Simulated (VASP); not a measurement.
Ge:

```
Ge
1.0
     0.00000    2.86637    5.08133
     2.61284    0.00000    5.08133
     2.61284    2.86637    0.00000
Ge
4
Direct
  0.72649 0.27351 0.72649
  0.27351 0.72649 0.27351
  0.21813 0.21813 0.78187
  0.78187 0.78187 0.21813
```

Base run:

* Program: VASP 6.6.1
* Functional: LDA
* Potentials or basis: VASP PAW LDA potentials, release 64 (Ge_d)
* Cutoff: 520 eV
* k mesh: 7 × 7 × 7
* Occupations: fermi-dirac, width 0.05 eV
* Spin: no spin polarisation

Its results: band gap on the k mesh zero (bands 28 and 29 overlap by 2.74 eV); pressure -3.9 GPa; largest force 0.037 eV/Å.

Task: The run is repeated on the same cell with these changes: functional from LDA to PBEsol; potentials or basis from VASP PAW LDA potentials, release 64 (Ge_d) to VASP PAW PBE potentials, release 64 (Ge_d). What comes out?

Result: Band gap on the k mesh zero (bands 28 and 29 overlap by 2.74 eV); pressure -2.4 GPa; largest force 0.058 eV/Å.

Caveats: the cell stands under tension (at least some runs); the PAW data sets were made with another functional, which shifts forces and pressure a little (at least some runs).
